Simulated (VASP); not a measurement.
Write the native input for VASP 6.6.1 that does the following.

| Quantity | Value |
| --- | --- |
| Task | relaxation of cell and atoms |
| Functional | PBE |
| Potentials or basis | VASP PAW PBE potentials, release 64 (Ti_sv) |
| Cutoff | 520 eV |
| k mesh | 18 × 18 × 10 |
| Occupations | methfessel-paxton, width 0.2 eV |
| Spin | no spin polarisation |
| Further INCAR settings | ALGO = Fast; EDIFF = 1e-07; IBRION = 2; EDIFFG = -0.002; NSW = 80; ISIF = 3 |

The structure of Ti lies in POSCAR:

```
Ti                                      
1.0
    2.9363604605     -0.0000000000     -0.0000000000
   -1.4681802303      2.5429627523      0.0000000000
   -0.0000000000     -0.0000000000      4.6445876653
  Ti            
     2
Direct
     0.3333333300000021    0.6666666699999979    0.2500000000000000
     0.6666666699999979    0.3333333300000021    0.7500000000000000
```

One way to write it, as run:

INCAR

```
SYSTEM = Ti
PREC = Accurate ; ENCUT = 520
EDIFF = 1E-7 ; ISMEAR = 1
SIGMA = 0.2 ; LREAL = .FALSE.
LASPH = .TRUE. ; NELM = 100
ALGO = Fast ; ISIF = 3
LWAVE = .FALSE. ; LCHARG = .FALSE.
GGA = PE ; IBRION = 2
NSW = 80 ; EDIFFG = -0.002
```

KPOINTS

```
regular mesh
0
G
  18 18 10
  0 0 0
```

Potentials or basis: VASP PAW PBE potentials, release 64 (Ti_sv).

Launch:

```console
$ cat potpaw_PBE.64/Ti_sv/POTCAR > POTCAR
$ mpirun -np 1 vasp_std > vasp.out
```

It gave:

```json
{
  "Pressure after relaxing": "0.0 GPa",
  "Band gap on the k mesh": "zero (bands 12 and 13 overlap by 1.10 eV)"
}
```

Caveat: the relaxation stopped at its first step, so nothing moved.

Run time: 2.4 min on 1 thread of Intel(R) Xeon(R) 6975P-C (Granite Rapids) (shared host), peak memory 0.23 GiB.
